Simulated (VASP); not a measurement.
Wanted: the native input for a VASP 6.6.1 run.

```yaml
Task: single point
Functional: PBE
Potentials_or_basis: VASP PAW PBE potentials, release 64 (Si, O)
Cutoff: 520 eV
k_mesh: 1 × 1 × 1, shifted
Occupations: fermi-dirac, width 0.1379 eV
Spin: no spin polarisation
Dipole_correction: no
Further_INCAR_settings: LREAL = Auto; ALGO = Normal; EDIFF = 1e-06; NBANDS = 75; ISYM = 0
```

The structure of Si4O7 lies in POSCAR:

```
Si4O7
1.0
    7.0842070000      0.0663610000      0.0972760000
    0.0663610000      6.9740900000     -0.0358550000
    0.0972760000     -0.0358550000      7.1323860000
Si O
8 14
Direct
    0.4808364105      0.0786139319      0.1659858089
    0.5346782634      0.1723562965      0.5708578409
    0.6944463595      0.6472807109      0.9148818202
    0.3161579505      0.2785628963      0.8231004732
    0.0528111853      0.5858098249      0.6418922013
    0.2095095295      0.7750727821      0.3347538938
    0.8238088562      0.1106835906      0.8425352652
    0.9194304444      0.6325385716      0.2847929367
    0.2325106225      0.6784988779      0.5283189768
    0.3376326053      0.0691187655      0.6831998021
    0.7656667100      0.5607848554      0.1173186569
    0.5216427205      0.2069829840      0.3463587161
    0.1426851742      0.6331331947      0.1670230898
    0.1692496770      0.4558501367      0.7943231865
    0.9005683148      0.6845441459      0.7718615688
    0.6608705204      1.0294757675      0.0199884040
    0.3345152086      0.2419997288      1.0500809405
   -0.0457582438     -0.1650011176      0.3402536071
    0.5000195005      0.3717458037      0.6860266745
    0.3806034750      0.8719714906      0.2160892518
    0.9406618410      0.4690889703      0.4571177673
    0.7399131156      0.0831940262      0.6440384934
```

One way to write it, as run:

INCAR

```
  ALGO = Normal
  EDIFF = 1E-6
  ENCUT = 520
  GGA = PE
  ISIF = 2
  ISMEAR = -1
  ISYM = 0
  LASPH = True
  LCHARG = True
  LELF = True
  LREAL = Auto
  LVHAR = True
  LWAVE = False
  NBANDS = 75
  NELM = 100
  PREC = Accurate
  SIGMA = 0.1379
```

KPOINTS

```
Automatic mesh
0
Gamma
  1 1 1
  0.25 0.25 0.25
```

Potentials or basis: VASP PAW PBE potentials, release 64 (Si, O).

The run is started by

```sh
$ cat potpaw_PBE.64/Si/POTCAR potpaw_PBE.64/O/POTCAR > POTCAR
$ mpirun -np 1 vasp_std > vasp.out
```

Results of the run:

| Quantity | Value |
| --- | --- |
| Pressure | 1.7 GPa |
| Largest force | 9.619 eV/Å |
| Band gap on the k mesh | 2.74 eV |

Caveat: the k points lie up to 0.90 Å⁻¹ apart.

Wall time 110 s on 1 thread of Intel(R) Xeon(R) Platinum 8259CL CPU @ 2.50GHz (Skylake/Cascade Lake), with other jobs on the host, peak memory 0.4 GiB.
